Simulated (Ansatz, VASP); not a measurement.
One calculation of Sn, two programs

```
Sn
1.0
     0.00000    3.24560    3.34297
     3.24560    0.00000    3.34297
     3.24560    3.24560    0.00000
Sn
2
Direct
  0.50000 0.50000 0.50000
  0.75000 0.75000 0.75000
```

Change from the starting cell: strain +0.000 along x and y, +0.030 along z, atoms carried along.

Alike in both runs: task single point; functional PBE; k mesh 12 × 12 × 12; occupations gaussian, width 0.15 eV; no spin polarisation.

|  | VASP | Ansatz |
| --- | --- | --- |
| version | VASP 6.6.1 | Ansatz 0.2.0 |
| potentials or method | VASP PAW PBE potentials, release 64 (Sn_d), cutoff 520 eV | scalar-relativistic, plane waves, PAW |
| valence electrons in the cell | 28 | 28 |

Ansatz gave:

* gap on the k mesh at the Fermi level (eV): none
* pressure (GPa): 1.8
* traceless stress, the component that is largest in VASP (GPa): -0.59

Problem. What did VASP give for the same quantities?

Solution. gap on the k mesh at the Fermi level (eV): none; pressure (GPa): 1.7; traceless stress, the component that is largest in VASP (GPa): -0.59.

A gap of «none» marks a metal or a gap that the smearing closes. With one functional, cell and mesh, what is left measures potentials, basis and numerics.
